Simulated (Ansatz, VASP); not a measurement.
## AlN in VASP and in Ansatz

```xyz
2
Lattice="0.0000 2.0372 2.0372 2.0372 0.0000 2.0372 2.0372 2.0372 0.0000" Properties=species:S:1:pos:R:3 pbc="T T T"
Al    2.0372    2.0372    2.0372
N     0.0000    0.0000    0.0000
```

Alike in both runs: task single point; functional PBE; k mesh 8 × 8 × 8; occupations gaussian, width 0.05 eV; no spin polarisation.

```csv
,VASP,Ansatz
version,VASP 6.6.1,Ansatz 0.2.0
potentials or method,"VASP PAW PBE potentials, release 64 (Al, N), cutoff 600 eV","scalar-relativistic, plane waves, PAW"
valence electrons in the cell,8,8
```

```tsv
	VASP	Ansatz	Ansatz less VASP
gap on the k mesh at the Fermi level (eV)	4.39	4.41	+0.022
least direct gap on the mesh (eV)	5.35	5.34	-0.011
pressure (GPa)	-1.1	-0.7	+0.43
```
